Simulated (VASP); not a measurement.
AlGaN2, 4 atoms in the cell. Symmetry: P-4m2, No. 115, tetragonal system. The conventional cell has a = 3.139 Å, b = 3.139 Å, c = 4.157 Å, α = 90.00°, β = 90.00°, γ = 90.00°. Within 2.5 Å of Al (site symmetry -4m2) lie 4 N at 1.85 Å. Ga (site symmetry -4m2) has 4 N at 1.91 Å within 2.5 Å. Within 2.5 Å of N (site symmetry 2mm) lie 2 Al at 1.85 Å and 2 Ga at 1.91 Å.  This cell differs from its parent crystal: strain along c alone, the other axes held: -6.0 %, then relaxed in part.

- Program: VASP 6.6.1
- Task: single point
- Functional: r2SCAN
- Potentials or basis: VASP PAW PBE potentials, release 64 (Al, Ga_d, N)
- Cutoff: 520 eV
- k mesh: 8 × 8 × 6
- Occupations: gaussian, width 0.02 eV
- Spin: no spin polarisation
- Dipole correction: no
- Further INCAR settings: ALGO = Normal; EDIFF = 1e-06; NBANDS = 21

Potentials or basis: VASP PAW PBE potentials, release 64 (Al, Ga_d, N).

Launch:

```sh
$ cat potpaw_PBE.64/Al/POTCAR potpaw_PBE.64/Ga_d/POTCAR potpaw_PBE.64/N/POTCAR > POTCAR
$ cp INCAR.step1 INCAR
$ mpirun -np 1 vasp_std > vasp.out
$ cp INCAR.step2 INCAR
$ mpirun -np 1 vasp_std > vasp.out
```

Hardware: 1 thread of Intel(R) Xeon(R) 6975P-C (Granite Rapids), on a shared host.

Question: How long does it take, and how much memory?

Answer: Run time: 45 s on 1 thread of Intel(R) Xeon(R) 6975P-C (Granite Rapids), on a shared host, peak memory 0.18 GiB. Counts: k points 60.
